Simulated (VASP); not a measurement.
Write the native input for VASP 6.6.1 that does the following.

```yaml
Task: single point
Functional: PBEsol
Potentials_or_basis: VASP PAW PBE potentials, release 64 (O, H, Ag, F)
Cutoff: 520 eV
k_mesh: 1 × 1 × 1
Occupations: fermi-dirac, width 0.02 eV
Spin: no spin polarisation
Dipole_correction: no
Further_INCAR_settings: ALGO = Normal; EDIFF = 1e-06; NBANDS = 60
```

The structure of AgH16O8F lies in POSCAR:

```
AgH16O8F
1.0
    6.3462950000      0.0000000000      0.0000000000
    0.0000000000      6.3462950000      0.0000000000
    0.0000000000      0.0000000000      6.3462950000
O H Ag F
8 16 1 1
Direct
    0.6658688258      0.3086210143      0.3936312447
    0.6611731727      0.8329426855      0.7183876577
    0.5634311043      0.2151964256      0.9185989621
    0.1612909580      0.3741080426     -0.0221546587
    0.1775209000      1.0110150883      0.3965620886
    0.4993149546      0.7675186861      0.3075022513
    0.8176424197      0.0048532254      0.1997385876
    0.8251113445      0.4645702729      0.7503905822
    0.6017684334      0.4365854408      0.3359598002
    0.7597031024      0.3782364356      0.5108019719
    0.5715775898      0.8423970206      0.5906595896
    0.5419540062      0.7937071945      0.8240398532
    0.6381833810      0.3389694302      0.8578863731
    0.6524594271      0.1066764151      0.8428067085
    0.2545737316      0.5086117175     -0.0449238493
    0.2451981826      0.2798955926      0.0766904154
    0.0498873752      0.9393512278      0.3464225978
    0.3085107137      0.9160147771      0.3782837073
    0.4201191404      0.7178046403      0.1789548075
    0.6167850691      0.8584221187      0.2470575351
    0.7626181890      0.1454391893      0.2417631075
    0.8362359455      0.0285205778      0.0478231787
    0.7935023506      0.6188492656      0.7339557963
    0.9460165341      0.4193627936      0.8319342230
    0.2185054429      0.1620473048      0.6999201897
    0.3503619041      0.7366345246      0.9488843491
```

These files were run (other wordings do the same):

INCAR

```
SYSTEM = AgH16O8F
PREC = Accurate
ENCUT = 520
EDIFF = 1E-6
ISMEAR = -1
SIGMA = 0.02
LREAL = .False.
LASPH = .True.
NELM = 120
ALGO = Normal
ISIF = 2
LWAVE = .False.
LCHARG = .True.
GGA = PS
LELF = .True.
LVHAR = .True.
NBANDS = 60
GGA_COMPAT = .False.
```

KPOINTS

```
regular mesh
0
Gamma
  1 1 1
  0 0 0
```

Potentials or basis: VASP PAW PBE potentials, release 64 (O, H, Ag, F).

Command:

```sh
$ cat potpaw_PBE.64/O/POTCAR potpaw_PBE.64/H/POTCAR potpaw_PBE.64/Ag/POTCAR potpaw_PBE.64/F/POTCAR > POTCAR
$ mpirun -np 1 vasp_gam > vasp.out
```

Results of the run:

```yaml
Pressure: -0.1 GPa
Largest_force: 2.013 eV/Å
```

Caveat: the k points lie up to 0.99 Å⁻¹ apart; the PAW data sets were made with another functional, which shifts forces and pressure a little.

Wall time 16 s on 1 thread of Intel(R) Xeon(R) 6975P-C (Granite Rapids), with other jobs on the host, peak memory 0.31 GiB.
